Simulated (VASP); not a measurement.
# Hf (P-1) in VASP: single point with PBEsol

Aim: the single point of Hf with PBEsol.

All numbers are computed with VASP 6.6.1; they aren't measurements. Logs are shortened: lines on timing, memory, paths and dates and some standing lists are left out, and cuts for length are marked.

## Step 1: The cell of the first run

The typed cell holds 2 atoms: a = 3.197 Å, b = 3.197 Å, c = 5.058 Å, α = 90.00°, β = 90.00°, γ = 120.00°.

## Step 2: Single point, PBEsol (atom 1 (Hf) moved by (+0.450, -0.450) A along [1 1 0] and z)

INCAR

```
PREC = Accurate
ENCUT = 520
EDIFF = 1E-6
ISMEAR = 0
SIGMA = 0.15
LREAL = False
LASPH = True
NELM = 100
ALGO = Fast
ISIF = 2
LWAVE = False
LCHARG = False
GGA = PS
NBANDS = 17
```

KPOINTS

```
regular mesh
0
Gamma
  18 18 10
```

POSCAR

```
Hf
1.0
    3.1966985242      0.0000000000      0.0000000000
   -1.5983492621      2.7684221302      0.0000000000
    0.0000000000      0.0000000000      5.0578000000
Hf
2
Direct
    0.4903421280      0.7816050816      0.1610285104
    0.6666666667      0.3333333333      0.7500000000
```

Potentials or basis: VASP PAW PBE potentials, release 64 (Hf_pv).

Started as:

```console
cat potpaw_PBE.64/Hf_pv/POTCAR > POTCAR
mpirun -np 1 vasp_std > vasp.out
```

OUTCAR:

```text
PREC = Accurate
   ENCUT = 520
   EDIFF = 1E-6
   ISMEAR = 0
   LREAL = False
   LASPH = True
   NELM = 100
   ISIF = 2
   GGA = PS

 ion  position               nearest neighbor table
   1  0.490  0.782  0.161-   2 2.60   2 2.74   2 3.09   2 3.36   2 3.47   2 3.75   2 3.87
   2  0.667  0.333  0.750-   1 2.60   1 2.74   1 3.09   1 3.36   1 3.47   1 3.75   1 3.87

  LATTYP: Found a hexagonal cell.
 ALAT       =     3.1966985242
 C/A-ratio  =     1.5821948681

  Lattice vectors:

 A1 = (   3.1966985242,   0.0000000000,   0.0000000000)
 A2 = (  -1.5983492621,   2.7684221302,   0.0000000000)
 A3 = (   0.0000000000,   0.0000000000,   5.0578000000)

Analysis of symmetry for initial positions (statically):
=====================================================================
 Subroutine PRICEL returns:
 Original cell was already a primitive cell.

 Routine SETGRP: Setting up the symmetry group for a
 hexagonal supercell.

 Subroutine GETGRP returns: Found  2 space group operations
 (whereof  1 operations were pure point group operations)
 out of a pool of 24 trial point group operations.

The static configuration has the point symmetry C_1 .
 The point group associated with its full space group is S_2 .

Analysis of symmetry for dynamics (positions and initial velocities):
=====================================================================
 Subroutine PRICEL returns:
 Original cell was already a primitive cell.

 Routine SETGRP: Setting up the symmetry group for a
 hexagonal supercell.

 Subroutine GETGRP returns: Found  2 space group operations
 (whereof  1 operations were pure point group operations)
 out of a pool of 24 trial point group operations.

The dynamic configuration has the point symmetry C_1 .
 The point group associated with its full space group is S_2 .

 Subroutine INISYM returns: Found  2 space group operations
 (whereof  1 operations are pure point group operations),
 and found     1 'primitive' translations

----------------------------------------------------------------------------------------

                                     Primitive cell

  volume of cell :      44.7606

  direct lattice vectors                    reciprocal lattice vectors
     3.196698524  0.000000000  0.000000000     0.312822743  0.180608295  0.000000000
    -1.598349262  2.768422130  0.000000000     0.000000000  0.361216589  0.000000000
     0.000000000  0.000000000  5.057800000     0.000000000  0.000000000  0.197714421

  length of vectors
     3.196698524  3.196698524  5.057800000     0.361216589  0.361216589  0.197714421

  position of ions in fractional coordinates (direct lattice)
     0.490342128  0.781605082  0.161028510
     0.666666667  0.333333333  0.750000000

  ion indices of the primitive-cell ions
   primitive index   ion index
                 1           1
                 2           2

----------------------------------------------------------------------------------------

 KPOINTS: regular mesh

Automatic generation of k-mesh.
 Grid dimensions read from file:
 generate k-points for:   18   18   10

 Generating k-lattice:

  Cartesian coordinates                     Fractional coordinates (reciprocal lattice)
     0.017379041  0.010033794  0.000000000     0.055555556  0.000000000  0.000000000
     0.000000000  0.020067588  0.000000000     0.000000000  0.055555556  0.000000000
     0.000000000  0.000000000  0.019771442     0.000000000  0.000000000  0.100000000

  Length of vectors
     0.020067588  0.020067588  0.019771442

  Shift w.r.t. Gamma in fractional coordinates (k-lattice)
     0.000000000  0.000000000  0.000000000

 Subroutine IBZKPT returns following result:
 ===========================================

 Found   1624 irreducible k-points:

 Following reciprocal coordinates:
            Coordinates               Weight
  0.000000  0.000000  0.000000      1.000000
  0.055556  0.000000  0.000000      2.000000
  0.000000  0.055556  0.000000      2.000000
 -0.055556  0.055556  0.000000      2.000000
  0.111111  0.000000  0.000000      2.000000
  0.000000  0.111111  0.000000      2.000000
[... 16 lines left out ...]
  0.444444 -0.000000  0.000000      2.000000
  0.000000  0.444444  0.000000      2.000000
 [... further k-points ...]
   k-points           NKPTS =   1624   k-points in BZ     NKDIM =   1624   number of bands    NBANDS=     17
   number of dos      NEDOS =    301   number of ions     NIONS =      2
   total plane-waves  NPLWV =  23040
   dimension x,y,z NGX =    24 NGY =   24 NGZ =   40
   dimension x,y,z NGXF=    48 NGYF=   48 NGZF=   80
   ions per type =               2
   NGX,Y,Z   is equivalent  to a cutoff of  12.48, 12.48, 13.15 a.u.
   NGXF,Y,Z  is equivalent  to a cutoff of  24.96, 24.96, 26.30 a.u.
 SYSTEM =  unknown system
   PREC   = accura    normal or accurate (medium, high low for compatibility)
   ISTART =      0    job   : 0-new  1-cont  2-samecut
   ICHARG =      2    charge: 1-file 2-atom 10-const
   ISPIN  =      1    spin polarized calculation?
   LNONCOLLINEAR =      F non collinear calculations
   LSORBIT =      F    spin-orbit coupling
   LASPH  =      T    aspherical Exc in radial PAW
   ENCUT  =  520.0 eV  38.22 Ry    6.18 a.u.   5.94  5.94  9.40*2*pi/ulx,y,z
   NELM   =    100;   NELMIN=  2; NELMDL= -5     # of ELM steps
   EDIFF  = 0.1E-05   stopping-criterion for ELM
   LREAL  =      F    real-space projection
   EDIFFG = 0.1E-04   stopping-criterion for IOM
   NSW    =      0    number of steps for IOM
   IBRION =     -1    ionic relax: 0-MD 1-quasi-New 2-CG
   NFREE  =      0    steps in history (QN), initial steepest desc. (CG)
   ISIF   =      2    stress and relaxation
   ISYM   =      2    0-nonsym 1-usesym 2-fastsym
   POTIM  = 0.5000    time-step for ionic-motion
   TEBEG  =    0.0;   TEEND  =   0.0 temperature during run
   PSTRESS=    0.0 pullay stress
   NELECT =      20.0000    total number of electrons
   NUPDOWN=      -1.0000    fix difference up-down
   EMIN   =  10.00;   EMAX   =-10.00  energy-range for DOS
   EFERMI =   0.00;   METHOD = LEGACY
   ISMEAR =     0;   SIGMA  =   0.15  broadening in eV -4-tet -1-fermi 0-gaus
   EFERMI_NEDOS =   21; number of points for ismear=-14 and -15
   IALGO  =     68    algorithm
   IMIX   =      4    mixing-type and parameters
     AMIX     =   0.40;   BMIX     =  1.00
     AMIX_MAG =   1.60;   BMIX_MAG =  1.00
  volume/ion in A,a.u.               =      22.38       151.03
  Fermi-wavevector in a.u.,A,eV,Ry     =   1.251564  2.365112 21.312324  1.566412
  Thomas-Fermi vector in A             =   2.385505
   LORBIT       =      0    0 simple, 1 ext, 2 COOP (PROOUT), +10 PAW based schemes
   GGA     = PS    functional components
   LHFCALC =     F    Hartree Fock is set to
   AEXX    =    0.0000 exact exchange contribution
   IVDW    =     0    specifies the selected vdW correction
   LEPSILON=     F    determine dielectric tensor
   LRPA    =     F    only Hartree local field effects (RPA)
 non-spin polarized calculation
 RMM-DIIS sequential band-by-band and
 Gauss-broadening in eV      SIGMA  =   0.15
  energy-cutoff  :      520.00
  volume of cell :       44.76
 maximum number of plane-waves:      1236
   NGX = 11   NGY = 11   NGZ = 19

 number of electron      20.0000001 magnetization

 Free energy of the ion-electron system (eV)
  ---------------------------------------------------
  ext. energy  EPLUGINS =         0.00000000
  ---------------------------------------------------
  free energy    TOTEN  =       -20.23432795 eV

  energy without entropy =      -20.21395960  energy(sigma->0) =      -20.22414378

 E-fermi :   4.5296     XC(G=0): -11.2985

 val. band max:        4.5287386060   @ k =   0.0556   0.2222   0.0000
 cond. band min:       4.5308067232   @ k =  -0.1111  -0.3333  -0.3000
 fundamental gap:      0.0020681172
 Fermi energy:         4.5296363213

 k-point     1 :       0.0000    0.0000    0.0000
  band No.  band energies     occupation
      1     -26.5796      2.00000
      2     -25.7204      2.00000
      3     -25.4451      2.00000
      4     -25.4051      2.00000
      5     -25.2566      2.00000
      6     -25.1257      2.00000
[... 9 lines left out ...]
     16       8.8769      0.00000
     17       9.1799      0.00000

 k-point     2 :       0.0556    0.0000    0.0000
  band No.  band energies     occupation
      1     -26.5752      2.00000
      2     -25.7254      2.00000
      3     -25.4818      2.00000
      4     -25.4057      2.00000
      5     -25.2574      2.00000
      6     -25.1266      2.00000
[... 9 lines left out ...]
     16       9.0131      0.00000
     17       9.5726      0.00000

 k-point     3 :       0.0000    0.0556    0.0000
  band No.  band energies     occupation
      1     -26.5736      2.00000
      2     -25.7435      2.00000
      3     -25.4603      2.00000
      4     -25.4040      2.00000
      5     -25.2626      2.00000
      6     -25.1291      2.00000
[... 9 lines left out ...]
     16       8.8555      0.00000
     17       9.3510      0.00000

 k-point     4 :      -0.0556    0.0556    0.0000
  band No.  band energies     occupation
      1     -26.5737      2.00000
      2     -25.7425      2.00000
      3     -25.4545      2.00000
      4     -25.4136      2.00000
      5     -25.2614      2.00000
      6     -25.1274      2.00000
[... 9 lines left out ...]
     16       9.0012      0.00000
     17       9.1537      0.00000
[... 343 lines left out ...]
      1     -26.4636      2.00000
      2     -26.2835      2.00000
      3     -25.6970      2.00000
      4     -25.5688      2.00000
      5     -25.4465      2.00000
      6     -25.2141      2.00000
[... 9 lines left out ...]
     16      10.1377      0.00000
     17      10.3851      0.00000

 k-point    23 :       0.4444   -0.0000    0.0000
  band No.  band energies     occupation
      1     -26.4565      2.00000
      2     -26.1828      2.00000
      3     -25.8718      2.00000
      4     -25.7148      2.00000
      5     -25.3468      2.00000
      6     -25.1781      2.00000
[... 9 lines left out ...]
     16      11.0051      0.00000
     17      11.6975      0.00000

 k-point    24 :       0.0000    0.4444    0.0000
  band No.  band energies     occupation
      1     -26.5267      2.00000
      2     -26.2595      2.00000
      3     -25.7288      2.00000
      4     -25.5706      2.00000
      5     -25.3782      2.00000
      6     -25.3224      2.00000
[... 9 lines left out ...]
     16      10.6497      0.00000
     17      11.1548      0.00000

 [... further k-points ...]

------------------------ aborting loop because EDIFF is reached ----------------------------------------

  FORCE on cell =-STRESS in cart. coord.  units (eV):
  Direction    XX          YY          ZZ          XY          YZ          ZX
  --------------------------------------------------------------------------------------
  -------------------------------------------------------------------------------------
  Total       -1.3006737      0.8491810      3.2581836     -1.0082590     -1.0252934     -0.5732829
  in kB      -46.5568186     30.3959151    116.6246883    -36.0900146    -36.6997504    -20.5203102
  external PRESSURE =      33.4879282 kB  Pullay stress =       0.0000000 kB

 VOLUME and BASIS-vectors are now :
 -----------------------------------------------------------------------------
  energy-cutoff  :      520.00
  volume of cell :       44.76
      direct lattice vectors                 reciprocal lattice vectors
     3.196698524  0.000000000  0.000000000     0.312822743  0.180608295  0.000000000
    -1.598349262  2.768422130  0.000000000     0.000000000  0.361216589  0.000000000
     0.000000000  0.000000000  5.057800000     0.000000000  0.000000000  0.197714421

 POSITION                                       TOTAL-FORCE (eV/Angst)
 -----------------------------------------------------------------------------------
      0.31820      2.16381      0.81445        -0.381369     -0.625307      3.369239
      1.59835      0.92281      3.79335         0.381369      0.625307     -3.369239
 -----------------------------------------------------------------------------------
    total drift:                               -0.000000      0.000001      0.000000

  FREE ENERGIE OF THE ION-ELECTRON SYSTEM (eV)
  ---------------------------------------------------
  free  energy   TOTEN  =       -20.2343279501 eV

  energy  without entropy=      -20.2139596005  energy(sigma->0) =      -20.22414378
```

Run time: 11 min. Hardware: 1 thread of Intel Xeon Platinum 8259CL at 2.50GHz (Skylake/Cascade Lake), shared host; peak memory 1 GiB.

Results:

| Item | Value |
| --- | --- |
| Free energy | -20.2343 eV |
| Pressure | 3.3 GPa |
| Largest force | 3.448 eV/Å |
| Band gap on the k mesh | zero (bands 10 and 11 overlap by 1.46 eV) |

Forces on the atoms (eV/Å):
```
Hf  -0.381 -0.625  3.369
Hf   0.381  0.625 -3.369
```

Caveat: the cell differs from its parent crystal (atom 1 (Hf) moved by (+0.450, -0.450) A along [1 1 0] and z); the cell stands under pressure; the PAW data sets were made with another functional, which shifts forces and pressure a little; spin-orbit coupling is left out, which moves the levels of the heavy elements.
